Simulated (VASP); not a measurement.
Here is a VASP 6.6.1 calculation.

The input INCAR:

```
PREC = Accurate
ENCUT = 520
EDIFF = 1E-6
ISMEAR = 0
SIGMA = 0.05
LREAL = Auto
LASPH = True
NELM = 150
ALGO = Normal
ISIF = 2
LWAVE = False
LCHARG = False
ISPIN = 2
MAGMOM = 0 0 0 0 0 0 0 0 0 0 0 0 0 0 0 0 0
LORBIT = 11
GGA = PE
NBANDS = 52
```

File KPOINTS:

```
regular mesh
0
Gamma
  2 2 2
```

The input POSCAR:

```
AlSi16
1.0
    0.0000000000      5.4300000000      5.4300000000
    5.4300000000      0.0000000000      5.4300000000
    5.4300000000      5.4300000000      0.0000000000
Si Al
16 1
Direct
   -0.0006948435      0.0001342541     -0.0000651934
    0.1200934622      0.1205713628      0.1204682320
   -0.0017042357     -0.0013108656      0.5012268877
    0.1201962247      0.1206934622      0.6381638122
   -0.0017244015      0.5013590239     -0.0013971455
    0.1201686924      0.6383670350      0.1205541436
   -0.0016438306      0.5014627993      0.5013044199
    0.1286226519      0.6237616943      0.6236709024
    0.5008040516     -0.0012889503     -0.0013541436
    0.6375220994      0.1207755064      0.1206642726
    0.5009225599     -0.0012232965      0.5013999079
    0.6233497238      0.1290079190      0.6237108656
    0.5008896869      0.5015243094     -0.0013018416
    0.6233351750      0.6237861878      0.1289392265
    0.4996590239      0.5000831492      0.4999993554
    0.6233745856      0.6237758748      0.6237084715
    1.2493193370      0.2501386740      0.2499517495
```

Potentials or basis: VASP PAW PBE potentials, release 64 (Si, Al).

Run with:

```sh
$ cat potpaw_PBE.64/Si/POTCAR potpaw_PBE.64/Al/POTCAR > POTCAR
$ mpirun -np 1 vasp_std > vasp.out
```

(1) Estimate the largest force.

(2) Estimate the pressure.

(3) What does it give for the net moment?

Results:

(1) 0.014 eV/Å.

(2) 5.4 GPa.

(3) 0.00 μB per cell.

Caveat: the k points lie up to 0.50 Å⁻¹ apart; no moment was typed at the start, so none could form.
